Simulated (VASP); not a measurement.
# SnO2: single point with PBEsol

SnO2:

```
CELL_PARAMETERS angstrom
4.72329 0.00000 0.00000
0.00000 4.80081 0.00000
0.00000 0.00000 3.19710
ATOMIC_POSITIONS crystal
Sn 0.50000 0.50000 0.50000
Sn 0.00000 0.00000 0.00000
O 0.29185 0.32104 0.00000
O 0.79185 0.17896 0.50000
O 0.20814 0.82104 0.50000
O 0.70815 0.67896 0.00000
```

```
Program                : VASP 6.6.1
Task                   : single point
Functional             : PBEsol
Potentials or basis    : VASP PAW PBE potentials, release 64 (Sn_d, O)
Cutoff                 : 520 eV
k mesh                 : 4 × 4 × 6
Occupations            : gaussian, width 0.01 eV
Spin                   : no spin polarisation
Dipole correction      : no
Further INCAR settings : ALGO = Normal; EDIFF = 1e-06; NBANDS = 35
```

```json
{
 "Pressure": "1.9 GPa",
 "Largest force": "0.099 eV/Å",
 "Band gap on the k mesh": "1.11 eV, direct"
}
```

Forces in eV/Å, atoms in the order of the input:
```
Sn   0.000  0.000  0.000
Sn   0.000  0.000  0.000
O   -0.028 -0.095  0.000
O   -0.028  0.095  0.000
O    0.028 -0.095  0.000
O    0.028  0.095  0.000
```

Stress tensor (GPa, compression positive):
```
1.61 0.00 0.00
0.00 1.31 0.00
0.00 0.00 2.91
```

Levels at points of the mesh, in eV from the valence-band top:
```csv
k point,band 24,band 25,band 26,band 27,band 28,band 29
"(0.00, 0.00, 0.00)",-0.69,-0.68,0.00,1.11,5.98,6.11
"(0.50, 0.00, 0.00)",-1.13,-0.49,-0.49,4.18,4.18,6.70
"(0.00, 0.50, 0.00)",-1.12,-0.61,-0.61,4.34,4.34,7.18
"(0.50, 0.50, 0.00)",-1.25,-0.79,-0.79,4.69,4.69,7.33
"(0.00, 0.00, 0.50)",-1.58,-1.13,-1.13,6.01,6.01,9.54
"(0.50, 0.00, 0.50)",-0.91,-0.71,-0.71,6.33,6.33,7.95
"(0.00, 0.50, 0.50)",-1.13,-0.60,-0.60,6.23,6.23,7.72
"(0.50, 0.50, 0.50)",-0.91,-0.73,-0.73,4.71,4.71,8.71
```

Run time: 29 s on 1 thread of Intel(R) Xeon(R) 6975P-C (Granite Rapids) (shared host), peak memory 0.21 GiB.

Caveat: the PAW data sets were made with another functional, which shifts forces and pressure a little; spin-orbit coupling is left out, which moves the levels of the heavy elements. PBEsol gaps usually lie below the measured ones, often by a third to a half.
